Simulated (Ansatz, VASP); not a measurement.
Si in VASP and in Ansatz

```
CELL_PARAMETERS angstrom
-2.25100 2.36850 1.23675
2.25100 -2.36850 1.23675
2.25100 2.36850 -1.23675
ATOMIC_POSITIONS crystal
Si 0.80700 0.55700 0.25000
Si 0.19300 0.44300 0.75000
```

Change from the starting cell: zz strain of -3 %.

Alike in both runs: task single point; functional PBE; k mesh 16 × 16 × 16; occupations fermi-dirac, width 0.05 eV; no spin polarisation.

```csv
,VASP,Ansatz
version,VASP 6.6.1,Ansatz 0.2.0
potentials or method,"VASP PAW PBE potentials, release 64 (Si), cutoff 520 eV","all-electron LAPW, scalar-relativistic"
```

```csv
,VASP,Ansatz,Ansatz less VASP
pressure (GPa),21.1,21.2,+0.08
"traceless stress, the component that is largest in VASP (GPa)",2.00,2.01,+0.011
rms of the force components (eV/Å),0.020,0.022,+0.0016
```

Atom by atom the forces differ by 0.002 eV/Å (rms over components). Ansatz ran all-electron here, and VASP with PAW potentials.
